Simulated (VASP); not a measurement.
# Cs (P6/mmm) in VASP: notebook

The runs below take Cs through single point, relaxation of cell and atoms, with PBEsol.

Program: VASP 6.6.1. These are calculated values, not measurements. Logs are shortened: lines on timing, memory, paths and dates and some standing lists are left out, and cuts for length are marked.

## Step 1: The cell of the first run

Symmetry: P6/mmm, No. 191, hexagonal system. The conventional cell has a = 5.193 Å, b = 5.193 Å, c = 4.886 Å, α = 90.00°, β = 90.00°, γ = 120.00°.

This isn't the form of Cs at room conditions, which is bcc.

## Step 2: Single point, PBEsol

Input file INCAR:

```
SYSTEM = Cs
PREC     = Accurate       ! precision mode
ENCUT    = 520            ! plane-wave cutoff, eV
EDIFF    = 1E-7           ! SCF threshold, eV
ISMEAR   = 0              ! smearing method
SIGMA    = 0.1            ! smearing width, eV
LREAL    = .False.        ! projectors in reciprocal space
LASPH    = .True.         ! aspherical terms in the spheres
NELM     = 60             ! most SCF steps
ALGO     = Fast           ! electronic algorithm
ISIF     = 2              ! what is computed and relaxed
LWAVE    = .False.        ! write WAVECAR
LCHARG   = .False.        ! write CHGCAR
GGA      = PS             ! functional
NBANDS   = 10             ! bands
```

Input file KPOINTS:

```
Automatic mesh
0
Gamma
  12 12 12
  0 0 0
```

Input file POSCAR:

```
Cs
1.0
    5.1925209432      0.0000000000      0.0000000000
   -2.5962604716      4.4968550465      0.0000000000
    0.0000000000      0.0000000000      4.8863793400
Cs
1
Direct
    0.0000000000      0.0000000000      0.0000000000
```

Potentials or basis: VASP PAW PBE potentials, release 64 (Cs_sv).

Run with:

```sh
$ cat potpaw_PBE.64/Cs_sv/POTCAR > POTCAR
$ mpirun -np 1 vasp_std > vasp.out
```

OUTCAR:

```text
SYSTEM = Cs
   PREC = Accurate
   ENCUT = 520
   EDIFF = 1E-7
   ISMEAR = 0
   LREAL = .False.
   LASPH = .True.
   NELM = 60
   ISIF = 2
   GGA = PS

 ion  position               nearest neighbor table
   1  0.000  0.000  0.000-

  LATTYP: Found a hexagonal cell.
 ALAT       =     5.1925209432
 C/A-ratio  =     0.9410418164

  Lattice vectors:

 A1 = (   5.1925209432,   0.0000000000,   0.0000000000)
 A2 = (  -2.5962604716,   4.4968550465,   0.0000000000)
 A3 = (   0.0000000000,   0.0000000000,   4.8863793400)

Analysis of symmetry for initial positions (statically):
=====================================================================
 Subroutine PRICEL returns:
 Original cell was already a primitive cell.

 Routine SETGRP: Setting up the symmetry group for a
 hexagonal supercell.

 Subroutine GETGRP returns: Found 24 space group operations
 (whereof 24 operations were pure point group operations)
 out of a pool of 24 trial point group operations.

The static configuration has the point symmetry D_6h.

Analysis of symmetry for dynamics (positions and initial velocities):
=====================================================================
 Subroutine PRICEL returns:
 Original cell was already a primitive cell.

 Routine SETGRP: Setting up the symmetry group for a
 hexagonal supercell.

 Subroutine GETGRP returns: Found 24 space group operations
 (whereof 24 operations were pure point group operations)
 out of a pool of 24 trial point group operations.

The dynamic configuration has the point symmetry D_6h.

 Subroutine INISYM returns: Found 24 space group operations
 (whereof 24 operations are pure point group operations),
 and found     1 'primitive' translations

----------------------------------------------------------------------------------------

                                     Primitive cell

  volume of cell :     114.0970

  direct lattice vectors                    reciprocal lattice vectors
     5.192520943  0.000000000  0.000000000     0.192584683  0.111188819  0.000000000
    -2.596260472  4.496855047  0.000000000     0.000000000  0.222377637  0.000000000
     0.000000000  0.000000000  4.886379340     0.000000000  0.000000000  0.204650505

  length of vectors
     5.192520943  5.192520943  4.886379340     0.222377637  0.222377637  0.204650505

  position of ions in fractional coordinates (direct lattice)
[... 82 lines left out ...]
   NFREE  =      0    steps in history (QN), initial steepest desc. (CG)
   ISIF   =      2    stress and relaxation
   ISYM   =      2    0-nonsym 1-usesym 2-fastsym
   POTIM  = 0.5000    time-step for ionic-motion
   TEBEG  =    0.0;   TEEND  =   0.0 temperature during run
   PSTRESS=    0.0 pullay stress
   NELECT =       9.0000    total number of electrons
   NUPDOWN=      -1.0000    fix difference up-down
   EMIN   =  10.00;   EMAX   =-10.00  energy-range for DOS
   EFERMI =   0.00;   METHOD = LEGACY
   ISMEAR =     0;   SIGMA  =   0.10  broadening in eV -4-tet -1-fermi 0-gaus
   EFERMI_NEDOS =   21; number of points for ismear=-14 and -15
   IALGO  =     68    algorithm
   IMIX   =      4    mixing-type and parameters
     AMIX     =   0.40;   BMIX     =  1.00
     AMIX_MAG =   1.60;   BMIX_MAG =  1.00
  volume/ion in A,a.u.               =     114.10       769.96
  Fermi-wavevector in a.u.,A,eV,Ry     =   0.702098  1.326772  6.706872  0.492941
  Thomas-Fermi vector in A             =   1.786704
   LORBIT       =      0    0 simple, 1 ext, 2 COOP (PROOUT), +10 PAW based schemes
   GGA     = PS    functional components
   LHFCALC =     F    Hartree Fock is set to
   AEXX    =    0.0000 exact exchange contribution
   IVDW    =     0    specifies the selected vdW correction
   LEPSILON=     F    determine dielectric tensor
   LRPA    =     F    only Hartree local field effects (RPA)
 non-spin polarized calculation
 RMM-DIIS sequential band-by-band and
 Gauss-broadening in eV      SIGMA  =   0.10
  energy-cutoff  :      520.00
  volume of cell :      114.10
 maximum number of plane-waves:      3120
 NGX is ok and might be reduce to    40
   NGX = 19   NGY = 19   NGZ = 19

 number of electron       8.9999999 magnetization

 Free energy of the ion-electron system (eV)
  ---------------------------------------------------
  ext. energy  EPLUGINS =         0.00000000
  ---------------------------------------------------
  free energy    TOTEN  =        -0.89100046 eV

  energy without entropy =       -0.88428321  energy(sigma->0) =       -0.88764183

 E-fermi :   0.4094     XC(G=0):  -5.4924

 val. band max:        0.4091845787   @ k =   0.0833   0.0833   0.5000
 cond. band min:       0.4100101713   @ k =   0.3333   0.0000   0.3333
 fundamental gap:      0.0008255927
 Fermi energy:         0.4093514965

 k-point     1 :       0.0000    0.0000    0.0000
  band No.  band energies     occupation
      1     -23.5189      2.00000
      2     -10.2225      2.00000
      3     -10.2225      2.00000
      4     -10.2195      2.00000
      5      -1.2847      2.00000
      6       1.8023      0.00000
      7       2.8528      0.00000
      8       2.8528      0.00000
      9       4.9740      0.00000
     10       5.3276      0.00000
[... 287 lines left out ...]
 k-point    24 :       0.3333    0.0000    0.0833
  band No.  band energies     occupation
      1     -23.5122      2.00000
      2     -10.3508      2.00000
      3     -10.2516      2.00000
      4     -10.2193      2.00000
      5      -0.2221      2.00000
      6       1.5931      0.00000
      7       2.1011      0.00000
      8       3.4521      0.00000
      9       3.8926      0.00000
     10       4.5650      0.00000

 [... further k-points ...]

------------------------ aborting loop because EDIFF is reached ----------------------------------------

  FORCE on cell =-STRESS in cart. coord.  units (eV):
  Direction    XX          YY          ZZ          XY          YZ          ZX
  --------------------------------------------------------------------------------------
  -------------------------------------------------------------------------------------
  Total       -0.0052577     -0.0052577     -0.0090319      0.0000000      0.0000000      0.0000000
  in kB       -0.0738304     -0.0738304     -0.1268280      0.0000000      0.0000000      0.0000000
  external PRESSURE =      -0.0914963 kB  Pullay stress =       0.0000000 kB

 VOLUME and BASIS-vectors are now :
 -----------------------------------------------------------------------------
  energy-cutoff  :      520.00
  volume of cell :      114.10
      direct lattice vectors                 reciprocal lattice vectors
     5.192520943  0.000000000  0.000000000     0.192584683  0.111188819  0.000000000
    -2.596260472  4.496855047  0.000000000     0.000000000  0.222377637  0.000000000
     0.000000000  0.000000000  4.886379340     0.000000000  0.000000000  0.204650505

 POSITION                                       TOTAL-FORCE (eV/Angst)
 -----------------------------------------------------------------------------------
      0.00000      0.00000      0.00000        -0.000000      0.000000      0.000000
 -----------------------------------------------------------------------------------
    total drift:                                0.000000     -0.000000      0.000000

  FREE ENERGIE OF THE ION-ELECTRON SYSTEM (eV)
  ---------------------------------------------------
  free  energy   TOTEN  =        -0.8910004583 eV

  energy  without entropy=       -0.8842832061  energy(sigma->0) =       -0.88764183
```

OSZICAR:

```text
N       E                     dE             d eps       ncg     rms          rms(c)
DAV:   1     0.530668804831E+02    0.53067E+02   -0.29131E+03  2660   0.624E+02
DAV:   2     0.431896946732E+01   -0.48748E+02   -0.47581E+02  3462   0.108E+02
DAV:   3    -0.820074233324E+00   -0.51390E+01   -0.51325E+01  3096   0.411E+01
DAV:   4    -0.891371914259E+00   -0.71298E-01   -0.71282E-01  3266   0.579E+00
DAV:   5    -0.891761397517E+00   -0.38948E-03   -0.38947E-03  3774   0.409E-01    0.145E-01
RMM:   6    -0.891071520802E+00    0.68988E-03   -0.94114E-04  2880   0.155E-01    0.102E-01
RMM:   7    -0.890970740889E+00    0.10078E-03   -0.39340E-03  2977   0.309E-01    0.379E-02
RMM:   8    -0.890995954708E+00   -0.25214E-04   -0.17268E-04  3855   0.796E-02    0.436E-03
RMM:   9    -0.890999637743E+00   -0.36830E-05   -0.30469E-05  3976   0.293E-02    0.263E-03
RMM:  10    -0.891000263987E+00   -0.62624E-06   -0.47347E-06  3921   0.127E-02    0.857E-04
RMM:  11    -0.891000306543E+00   -0.42556E-07   -0.15491E-06  4037   0.565E-03    0.371E-04
RMM:  12    -0.891000462667E+00   -0.15612E-06   -0.23159E-07  3365   0.246E-03    0.137E-04
RMM:  13    -0.891000458251E+00    0.44157E-08   -0.38214E-08  2694   0.968E-04
   1 F= -.89100046E+00 E0= -.88764183E+00  d E =-.671725E-02
```

stdout:

```text
POSCAR found type information on POSCAR Cs
 POSCAR found :  1 types and       1 ions
 scaLAPACK will be used
 -----------------------------------------------------------------------------
|                                                                             |
|                                                                             |
|     You enforced a specific xc type in the INCAR file but a different       |
|     I HOPE YOU KNOW WHAT YOU ARE DOING!                                     |
|                                                                             |
 -----------------------------------------------------------------------------

 LDA part: xc-table for (Slater+PW92), standard interpolation
 POSCAR, INCAR and KPOINTS ok, starting setup
 FFT: planning ... GRIDC
 FFT: planning ... GRID_SOFT
 FFT: planning ... GRID
 WAVECAR not read
 entering main loop
```

Run time: 77 s. Hardware: 1 thread of Intel Xeon Platinum 8559C (Emerald Rapids), shared host; peak memory 0.32 GiB.

Results:

- Free energy: -0.8910 eV
- Pressure: 0.0 GPa
- Band gap on the k mesh: zero (an odd number of electrons rules out a gap without spin polarisation)

Caveat: the PAW data sets were made with another functional, which shifts forces and pressure a little; spin-orbit coupling is left out, which moves the levels of the heavy elements.

## Step 3: Relaxation of cell and atoms, PBEsol

Input file INCAR:

```
SYSTEM = Cs
  PREC = Accurate
  ENCUT = 600
  EDIFF = 1E-7
  ISMEAR = 0
  SIGMA = 0.1
  LREAL = .FALSE.
  LASPH = .TRUE.
  NELM = 80
  ALGO = Fast
  ISIF = 3
  LWAVE = .FALSE.
  LCHARG = .FALSE.
  GGA = PS
  IBRION = 2
  NSW = 100
  EDIFFG = -0.01
```

Input file KPOINTS:

```
Automatic mesh
0
G
  12 12 12
  0 0 0
```

POSCAR is that of step 2.

Potentials or basis: VASP PAW PBE potentials, release 64 (Cs_sv).

Run with:

```sh
$ cat potpaw_PBE.64/Cs_sv/POTCAR > POTCAR
$ mpirun -np 1 vasp_std > vasp.out
```

OUTCAR:

```text
SYSTEM = Cs
   PREC = Accurate
   ENCUT = 600
   EDIFF = 1E-7
   ISMEAR = 0
   LREAL = .FALSE.
   LASPH = .TRUE.
   NELM = 80
   ISIF = 3
   GGA = PS
   IBRION = 2
   NSW = 100
   EDIFFG = -0.01

 ion  position               nearest neighbor table
   1  0.000  0.000  0.000-

  LATTYP: Found a hexagonal cell.
 ALAT       =     5.1925209432
 C/A-ratio  =     0.9410418164

  Lattice vectors:

[... 448 lines left out ...]
      8       3.4524      0.00000

 [... further k-points ...]

------------------------ aborting loop because EDIFF is reached ----------------------------------------

  FORCE on cell =-STRESS in cart. coord.  units (eV):
  Direction    XX          YY          ZZ          XY          YZ          ZX
  --------------------------------------------------------------------------------------
  -------------------------------------------------------------------------------------
  Total       -0.0031570     -0.0031570     -0.0069767      0.0000000     -0.0000000      0.0000000
  in kB       -0.0443316     -0.0443316     -0.0979690      0.0000000     -0.0000000      0.0000000
  external PRESSURE =      -0.0622108 kB  Pullay stress =       0.0000000 kB

 VOLUME and BASIS-vectors are now :
 -----------------------------------------------------------------------------
  energy-cutoff  :      600.00
  volume of cell :      114.10
      direct lattice vectors                 reciprocal lattice vectors
     5.192520943  0.000000000  0.000000000     0.192584683  0.111188819  0.000000000
    -2.596260472  4.496855047  0.000000000     0.000000000  0.222377637  0.000000000
     0.000000000  0.000000000  4.886379340     0.000000000  0.000000000  0.204650505

 POSITION                                       TOTAL-FORCE (eV/Angst)
 -----------------------------------------------------------------------------------
      0.00000      0.00000      0.00000         0.000000      0.000000      0.000000
 -----------------------------------------------------------------------------------
    total drift:                                0.000000     -0.000000     -0.000000

  FREE ENERGIE OF THE ION-ELECTRON SYSTEM (eV)
  ---------------------------------------------------
  free  energy   TOTEN  =        -0.8911178654 eV

  energy  without entropy=       -0.8844006782  energy(sigma->0) =       -0.88775927

 reached required accuracy - stopping structural energy minimisation
```

CONTCAR:

```text
Cs
   1.00000000000000
     5.1925209431999999    0.0000000000000000    0.0000000000000000
    -2.5962604716000000    4.4968550465000003    0.0000000000000000
     0.0000000000000000    0.0000000000000000    4.8863793400000004
  Cs
     1
Direct
     0.0000000000000000    0.0000000000000000    0.0000000000000000

  0.00000000E+00  0.00000000E+00  0.00000000E+00
```

Run time: 68 s. Hardware: 1 thread of Intel Xeon Platinum 8559C (Emerald Rapids), shared host; peak memory 0.34 GiB.

What came out:

```yaml
Free_energy: -0.8911 eV
Pressure_after_relaxing: 0.0 GPa
Band_gap_on_the_k_mesh: zero (an odd number of electrons rules out a gap without spin polarisation)
```

Final structure:
```xyz
1
Lattice="5.1925 0.0000 0.0000 -2.5963 4.4969 0.0000 0.0000 0.0000 4.8864" Properties=species:S:1:pos:R:3 pbc="T T T"
Cs    0.0000    0.0000    0.0000
```

Caveat: the PAW data sets were made with another functional, which shifts forces and pressure a little; spin-orbit coupling is left out, which moves the levels of the heavy elements.

## Step 4: Relaxation of cell and atoms, PBEsol

This run uses another cell than the first one, of 125.12 Å³/atom.

Input file INCAR:

```
SYSTEM = Cs
PREC = Accurate ; ENCUT = 600
EDIFF = 1E-7 ; ISMEAR = 0
SIGMA = 0.1 ; LREAL = .False.
LASPH = .True. ; NELM = 60
ALGO = Fast ; ISIF = 3
LWAVE = .False. ; LCHARG = .False.
GGA = PS ; IBRION = 2
NSW = 100 ; EDIFFG = -0.01
```

Input file KPOINTS:

```
Automatic mesh
0
Gamma
  12 12 12
  0 0 0
```

Input file POSCAR:

```
Cs
1.0
    5.3673347428      0.0000000000      0.0000000000
   -2.6836673714      4.6482482379      0.0000000000
    0.0000000000      0.0000000000      5.0151034003
Cs
1
Direct
    0.0000000000      0.0000000000      0.0000000000
```

Run with:

```sh
$ cat potpaw_PBE.64/Cs_sv/POTCAR > POTCAR
$ mpirun -np 1 vasp_std > vasp.out
```

Wall time 8.5 min (1 thread of Intel Xeon Platinum 8559C (Emerald Rapids), shared host); peak memory 0.43 GiB.

Results (log left out):

```yaml
Free_energy: -0.8913 eV
Relaxed_volume: 113.84 Å³/atom
Relaxed_cell: a = 5.188 Å, b = 5.188 Å, c = 4.884 Å, α = 90.00°, β = 90.00°, γ = 120.00°
Space_group_after_relaxing_to_0.1_Å: P6/mmm (No. 191)
Energy_gained_by_relaxing: 5.9 meV/atom
Ionic_steps: 8
Pressure_after_relaxing: 0.0 GPa
Band_gap_on_the_k_mesh: zero (an odd number of electrons rules out a gap without spin polarisation)
```

The path:
```tsv
step	energy change (eV)	largest force (eV/Å)	pressure (GPa)	volume (Å³)
1	0.0000	0.0000	-0.15	125.12
2	-0.0020	0.0000	-0.13	122.97
3	-0.0054	0.0000	-0.05	116.97
4	-0.0014	0.0000	0.17	105.55
5	-0.0058	0.0000	-0.01	114.27
6	-0.0058	0.0000	0.00	114.01
7	-0.0059	0.0000	0.00	113.93
8	-0.0059	0.0000	0.00	113.84
```

Final structure:
```
Cs
1.0
     5.18788    0.00000    0.00000
    -2.59394    4.49283    0.00000
     0.00000    0.00000    4.88409
Cs
1
Cartesian
  5.1879 0.0000 0.0000
```

Levels at points of the mesh, in eV from the Fermi level:
| k point | band 3 | band 4 | band 5 | band 6 | band 7 | band 8 |
| --- | --- | --- | --- | --- | --- | --- |
| (0.00, 0.00, 0.00) | -10.63 | -10.63 | -1.70 | 1.39 | 2.44 | 2.44 |
| (0.50, 0.00, 0.00) | -10.67 | -10.61 | -0.06 | 0.73 | 1.50 | 3.05 |
| (0.00, 0.00, 0.50) | -10.61 | -10.61 | -0.25 | 0.45 | 2.85 | 2.85 |
| (0.50, 0.00, 0.50) | -10.78 | -10.65 | 0.41 | 1.07 | 2.37 | 2.44 |

Caveat: the PAW data sets were made with another functional, which shifts forces and pressure a little; spin-orbit coupling is left out, which moves the levels of the heavy elements.

## Step 5: Overview

```tsv
task	cell	cutoff (eV)	gap on the mesh (eV)	pressure (GPa)	relaxed volume (Å³/atom)
single point	a = 5.193, b = 5.193, c = 4.886 Å, angles 90.0, 90.0, 120.0°, 1 atom	520	none	0.0	-
relaxation of cell and atoms	relaxed from a = 5.193, b = 5.193, c = 4.886 Å, angles 90.0, 90.0, 120.0°, 1 atom	600	none	0.0	114.10
relaxation of cell and atoms	relaxed from a = 5.367, b = 5.367, c = 5.015 Å, angles 90.0, 90.0, 120.0°, 1 atom	600	none	0.0	113.84
```

Alike in all rows: level PBEsol; potentials or basis VASP PAW PBE potentials, release 64 (Cs_sv); no spin polarisation; k mesh 12 × 12 × 12; smearing gaussian 0.1 eV.

Caveats: the PAW data sets were made with another functional, which shifts forces and pressure a little; spin-orbit coupling is left out, which moves the levels of the heavy elements.

Total energies depend on the potentials used, so only differences within one code and one set of settings carry meaning.
